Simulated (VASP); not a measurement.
# HW4S8 (a cell with a defect) in VASP: notebook, part 2 of 2

VASP 6.6.1. The steps go on from the part before.

## 4. Single point, PBE, collinear spin

INCAR reads:

```
PREC = Accurate
ENCUT = 520
EDIFF = 1E-7
ISMEAR = 0
SIGMA = 0.02
LREAL = False
LASPH = True
NELM = 150
ALGO = Normal
ISIF = 2
LWAVE = False
LCHARG = True
ISPIN = 2
MAGMOM = 0.07 0.01 0.01 0 0 0 0 0.01 0 0 0 0 0.02
LORBIT = 11
LMAXMIX = 4
GGA = PE
LELF = True
LVHAR = True
NBANDS = 68
```

KPOINTS reads:

```
Automatic mesh
0
Gamma
  3 3 3
```

POSCAR reads:

```
HW4S8
1.0
    3.1877473260     -5.5213403304      0.0000000000
   -3.1877473260     -5.5213403304      0.0000000000
    0.0000000000     -3.6808935536     -7.4744493696
W S H
4 8 1
Direct
    0.5003178738      0.5003784181      1.0033314334
    0.0033157589      0.4997117521      0.9957652573
    0.4997059169      0.0033315690      0.9957665952
    0.0005562020      0.0005649856      0.9987986580
    0.9050778905      0.9050825960      0.7866271760
    0.4031471982      0.9018347783      0.7887311437
    0.9017705492      0.4031783342      0.7887538879
    0.3971811849      0.3971520107      0.7730256390
    0.7640695449      0.7640607613      0.2071321810
    0.2651199764      0.7654742507      0.2098567965
    0.7654465603      0.2651249109      0.2098542545
    0.2644679335      0.2644833048      0.2073241684
    0.3517160920      0.3516200994      0.6355629378
```

Potentials or basis: VASP PAW PBE potentials, release 64 (W_sv, S, H).

The run is started by

```console
cat potpaw_PBE.64/W_sv/POTCAR potpaw_PBE.64/S/POTCAR potpaw_PBE.64/H/POTCAR > POTCAR
mpirun -np 1 vasp_std > vasp.out
```

OUTCAR:

```text
PREC = Accurate
   ENCUT = 520
   EDIFF = 1E-7
   ISMEAR = 0
   LREAL = False
   LASPH = True
   NELM = 150
   ISIF = 2
   ISPIN = 2
   LORBIT = 11
   GGA = PE

 ion  position               nearest neighbor table
   1  0.500  0.500  0.003-  12 2.40  10 2.40  11 2.40   7 2.43   6 2.43   8 2.63   3 3.18   2 3.18
                             4 3.19   4 3.19   2 3.20   3 3.20
   2  0.003  0.500  0.996-   7 2.42  12 2.42  11 2.42   5 2.42   8 2.43   9 2.43   3 3.16   1 3.18
                             4 3.18   4 3.19   1 3.20   3 3.21
   3  0.500  0.003  0.996-   6 2.42  12 2.42  10 2.42   5 2.42   8 2.43   9 2.43   2 3.16   1 3.18
                             4 3.18   4 3.19   1 3.20   2 3.21
   4  0.001  0.001  0.999-   9 2.41   6 2.42   7 2.42   5 2.43  11 2.43  10 2.43   2 3.18   3 3.18
                             1 3.19   1 3.19   3 3.19   2 3.19
   5  0.905  0.905  0.787-   2 2.42   3 2.42   4 2.43
   6  0.403  0.902  0.789-   4 2.42   3 2.42   1 2.43
   7  0.902  0.403  0.789-   4 2.42   2 2.42   1 2.43
   8  0.397  0.397  0.773-  13 1.44   3 2.43   2 2.43   1 2.63
   9  0.764  0.764  0.207-   4 2.41   2 2.43   3 2.43
  10  0.265  0.765  0.210-   1 2.40   3 2.42   4 2.43
  11  0.765  0.265  0.210-   1 2.40   2 2.42   4 2.43
  12  0.264  0.264  0.207-   1 2.40   3 2.42   2 2.42
  13  0.352  0.352  0.636-   8 1.44

  LATTYP: Found a trigonal (rhomboedric) cell.
 ALAT       =     8.3316487403
 COS(alpha) =     0.7072237310

  Lattice vectors:

 A1 = (  -3.1877473260,   1.8404467768,  -7.4744493696)
 A2 = (   3.1877473260,   1.8404467768,  -7.4744493696)
 A3 = (   0.0000000000,  -3.6808935536,  -7.4744493696)

Analysis of symmetry for initial positions (statically):
=====================================================================
 Subroutine PRICEL returns:
 Original cell was already a primitive cell.

 Routine SETGRP: Setting up the symmetry group for a
 trigonal (rhombohedral) supercell.

 Subroutine GETGRP returns: Found  1 space group operations
 (whereof  1 operations were pure point group operations)
 out of a pool of 12 trial point group operations.

The static configuration has the point symmetry C_1 .

Analysis of symmetry for dynamics (positions and initial velocities):
=====================================================================
 Subroutine PRICEL returns:
 Original cell was already a primitive cell.

 Routine SETGRP: Setting up the symmetry group for a
 trigonal (rhombohedral) supercell.

 Subroutine GETGRP returns: Found  1 space group operations
 (whereof  1 operations were pure point group operations)
 out of a pool of 12 trial point group operations.

The dynamic configuration has the point symmetry C_1 .

Analysis of structural, dynamic, and magnetic symmetry:
=====================================================================
 Subroutine PRICEL returns:
 Original cell was already a primitive cell.

 Routine SETGRP: Setting up the symmetry group for a
 trigonal (rhombohedral) supercell.

 Subroutine GETGRP returns: Found  1 space group operations
 (whereof  1 operations were pure point group operations)
 out of a pool of 12 trial point group operations.

The overall configuration has the point symmetry C_1 .

 Subroutine INISYM returns: Found  1 space group operations
 (whereof  1 operations are pure point group operations),
 and found     1 'primitive' translations

[... 135 lines left out ...]
   LRPA    =     F    only Hartree local field effects (RPA)
 spin polarized calculation
 Gauss-broadening in eV      SIGMA  =   0.02
  energy-cutoff  :      520.00
  volume of cell :      263.11
 maximum number of plane-waves:      7114
   NGX = 23   NGY = 23   NGZ = 31

 number of electron     105.0000004 magnetization       0.1111109

 Free energy of the ion-electron system (eV)
  ---------------------------------------------------
  ext. energy  EPLUGINS =         0.00000000
  ---------------------------------------------------
  free energy    TOTEN  =       -96.31072904 eV

  energy without entropy =      -96.30876403  energy(sigma->0) =      -96.30974653

 E-fermi :   5.8332     XC(G=0):  -9.5653

 val. band max:        5.5726550257   @ k =   0.3333   0.3333   0.0000
 cond. band min:       5.8402607848   @ k =  -0.0000   0.3333   0.3333
 fundamental gap:      0.2676057591
 Fermi energy:         5.8332095947

 spin component 1

 k-point     1 :       0.0000    0.0000    0.0000
  band No.  band energies     occupation
      1     -69.4411      1.00000
      2     -69.4106      1.00000
      3     -69.4033      1.00000
      4     -69.2676      1.00000
      5     -33.8565      1.00000
      6     -33.8022      1.00000
[... 927 lines left out ...]
     63       8.1504      0.00000
     64       8.2394      0.00000
 Fermi energy:         5.8332095947

 spin component 2

 k-point     1 :       0.0000    0.0000    0.0000
  band No.  band energies     occupation
      1     -69.4417      1.00000
      2     -69.4088      1.00000
      3     -69.4015      1.00000
      4     -69.2445      1.00000
      5     -33.8552      1.00000
      6     -33.7960      1.00000
[... 927 lines left out ...]
     63       8.1560      0.00000
     64       8.2423      0.00000
 [bands above 64 left out]

------------------------ aborting loop because EDIFF is reached ----------------------------------------

  FORCE on cell =-STRESS in cart. coord.  units (eV):
  Direction    XX          YY          ZZ          XY          YZ          ZX
  --------------------------------------------------------------------------------------
  -------------------------------------------------------------------------------------
  Total       -0.9198987      1.1233904     -0.1316588      0.0011250     -0.0255787      0.0009599
  in kB       -5.6016117      6.8407497     -0.8017204      0.0068506     -0.1557586      0.0058454
  external PRESSURE =       0.1458058 kB  Pullay stress =       0.0000000 kB

 VOLUME and BASIS-vectors are now :
 -----------------------------------------------------------------------------
  energy-cutoff  :      520.00
  volume of cell :      263.11
      direct lattice vectors                 reciprocal lattice vectors
     3.187747326 -5.521340330  0.000000000     0.156850575 -0.090557722  0.044596373
    -3.187747326 -5.521340330  0.000000000    -0.156850575 -0.090557722  0.044596373
     0.000000000 -3.680893554 -7.474449370     0.000000000  0.000000000 -0.133789120

 POSITION                                       TOTAL-FORCE (eV/Angst)
 -----------------------------------------------------------------------------------
     -0.00019     -5.53745     -0.02490         0.000981     -0.008861     -0.014385
     -1.58238     -6.44269     -7.44280        -0.012970      0.003608     -0.011674
      1.58232     -6.44275     -7.44281         0.013741      0.004166     -0.011918
     -0.00003     -3.68266     -7.46547        -0.000250      0.002759      0.003036
     -0.00001    -12.89000     -5.87960         0.000125     -0.001336      0.004100
     -1.58969    -10.10848     -5.89533        -0.001512     -0.002843      0.006264
      1.58939    -10.10839     -5.89550         0.002235     -0.002797      0.007429
      0.00009     -7.23121     -5.77794        -0.000987      0.026114      0.062526
      0.00003     -9.19976     -1.54820        -0.000228      0.000986     -0.004510
     -1.59500     -6.46272     -1.56856         0.001264      0.001213     -0.004307
      1.59490     -6.46259     -1.56855        -0.002098      0.000868     -0.004090
     -0.00005     -3.68366     -1.54963        -0.000107     -0.001728     -0.000932
      0.00031     -6.22280     -4.75048        -0.000195     -0.022148     -0.031539
 -----------------------------------------------------------------------------------
    total drift:                                0.000004      0.000143      0.000018

  FREE ENERGIE OF THE ION-ELECTRON SYSTEM (eV)
  ---------------------------------------------------
  free  energy   TOTEN  =       -96.3107290367 eV

  energy  without entropy=      -96.3087640319  energy(sigma->0) =      -96.30974653

 total charge

# of ion       s       p       d       tot
------------------------------------------
    1        2.312   6.293   3.379  11.984
    2        2.313   6.317   3.364  11.993
    3        2.313   6.317   3.364  11.993
    4        2.316   6.318   3.352  11.986
    5        1.357   2.361   0.000   3.717
    6        1.358   2.361   0.000   3.720
    7        1.358   2.361   0.000   3.720
    8        1.341   2.372   0.000   3.713
    9        1.357   2.359   0.000   3.716
   10        1.357   2.356   0.000   3.713
   11        1.357   2.356   0.000   3.713
   12        1.357   2.360   0.000   3.716
   13        0.514   0.028   0.000   0.542
--------------------------------------------------
tot         20.609  44.159  13.459  78.227

 magnetization (x)

# of ion       s       p       d       tot
------------------------------------------
    1        0.001   0.002   0.046   0.049
    2       -0.000   0.000   0.003   0.004
    3       -0.000   0.000   0.004   0.004
    4       -0.000  -0.000  -0.002  -0.002
    5        0.000   0.002   0.000   0.002
    6        0.000   0.001   0.000   0.001
    7        0.000   0.001   0.000   0.001
    8        0.004   0.001   0.000   0.005
    9        0.000   0.002   0.000   0.002
   10        0.000   0.000   0.000   0.000
   11        0.000   0.000   0.000   0.000
   12        0.000   0.000   0.000   0.000
   13        0.010  -0.000   0.000   0.010
--------------------------------------------------
tot          0.015   0.009   0.052   0.076
```

Run time: 17 min. Hardware: 1 thread of Oxide Virtual Turin-like, shared host; peak memory 0.66 GiB.

What came out:

```yaml
Free_energy: -96.3107 eV
Pressure: 0.0 GPa
Largest_force: 0.068 eV/Å
Net_moment: 0.11 μB per cell
Site_moments: W +0.05, +0.00, -0.00 (each value once); S +0.00, +0.01 (each value once); H +0.01 μB
Valence_electrons_inside_the_program's_atomic_spheres: W 11.98, 11.99 (each value once); S 3.72, 3.71 (each value once); H 0.54
```

Forces in eV/Å, atoms in the order of the input:
```
W    0.001 -0.009 -0.014
W   -0.013  0.004 -0.012
W    0.014  0.004 -0.012
W    0.000  0.003  0.003
S    0.000 -0.001  0.004
S   -0.002 -0.003  0.006
S    0.002 -0.003  0.007
S   -0.001  0.026  0.063
S    0.000  0.001 -0.005
S    0.001  0.001 -0.004
S   -0.002  0.001 -0.004
S    0.000 -0.002 -0.001
H    0.000 -0.022 -0.032
```

Caveat: the k points lie up to 0.39 Å⁻¹ apart; spin-orbit coupling is left out, which moves the levels of the heavy elements.

## 5. Single point, PBE, collinear spin

INCAR reads:

```
SYSTEM = HW4S8
  PREC = Accurate
  ENCUT = 520
  EDIFF = 1E-6
  ISMEAR = 0
  SIGMA = 0.02
  LREAL = .False.
  LASPH = .True.
  NELM = 150
  ALGO = Fast
  ISIF = 2
  LWAVE = .False.
  LCHARG = .False.
  ISPIN = 2
  MAGMOM = 0.07 0.01 0.01 0 0 0 0 0.01 0 0 0 0 0.02
  LORBIT = 11
  LMAXMIX = 4
  GGA = PE
  NBANDS = 68
```

KPOINTS reads:

```
Automatic mesh
0
Gamma
  3 3 3
  0 0 0
```

POSCAR reads:

```
HW4S8
1.0
    3.1877473260     -5.5213403304      0.0000000000
   -3.1877473260     -5.5213403304      0.0000000000
    0.0000000000     -3.6808935536     -7.4744493696
W S H
4 8 1
Direct
    0.4959722067      0.5003179087      1.0033314334
    0.0011959642      0.4997059895      0.9957665952
    0.5000801095      0.0005562021      0.9987986580
    0.0012071560      0.0033158551      0.9957652573
    0.9032123539      0.9050779346      0.7866271760
    0.4062973034      0.9017703879      0.7887538879
    0.9326411585      0.3971812160      0.7730256390
    0.4062869200      0.4031470852      0.7887311437
    0.7647376591      0.7640694756      0.2071321810
    0.2595742744      0.7654465519      0.2098542545
    0.7637246655      0.2644680315      0.2073241684
    0.2595490233      0.2651200420      0.2098567965
    0.1611009415      0.3517161120      0.6355629378
```

The run is started by

```console
cat potpaw_PBE.64/W_sv/POTCAR potpaw_PBE.64/S/POTCAR potpaw_PBE.64/H/POTCAR > POTCAR
mpirun -np 1 vasp_std > vasp.out
```

Wall time 27 min (1 thread of Oxide Virtual Turin-like, shared host); peak memory 0.65 GiB.

It converged, with:

- Free energy: -96.3107 eV
- Pressure: 0.0 GPa
- Largest force: 0.067 eV/Å
- Net moment: 0.11 μB per cell
- Site moments: W +0.05, +0.00, -0.00 (each value once); S +0.00, +0.01 (each value once); H +0.01 μB
- Valence electrons inside the program's atomic spheres: W 11.98, 11.99 (each value once); S 3.72, 3.71 (each value once); H 0.54

Forces on the atoms (eV/Å):
```
W   -0.008  0.004 -0.014
W   -0.003 -0.014 -0.012
W    0.002 -0.001  0.003
W    0.010  0.009 -0.012
S   -0.001  0.001  0.004
S   -0.004 -0.001  0.007
S    0.023 -0.012  0.062
S   -0.002  0.003  0.006
S    0.001  0.000 -0.004
S    0.002  0.001 -0.004
S   -0.001  0.001 -0.001
S    0.000 -0.002 -0.004
H   -0.019  0.011 -0.032
```

Stress tensor (GPa, compression positive):
```
 0.37 -0.54 -0.01
-0.54 -0.25  0.01
-0.01  0.01 -0.08
```

Levels at points of the mesh, in eV from the Fermi level:
Spin up:
```
           k point  band 49  band 50  band 51  band 52  band 53  band 54  band 55  band 56
(0.00, 0.00, 0.00)    -2.27    -2.12    -2.07    -1.64     0.36     1.55     1.58     1.62
```
Spin down:
| k point | band 49 | band 50 | band 51 | band 52 | band 53 | band 54 | band 55 | band 56 |
| --- | --- | --- | --- | --- | --- | --- | --- | --- |
| (0.00, 0.00, 0.00) | -2.27 | -2.11 | -2.07 | -1.63 | 0.42 | 1.56 | 1.59 | 1.62 |

Caveat: the k points lie up to 0.39 Å⁻¹ apart; spin-orbit coupling is left out, which moves the levels of the heavy elements.
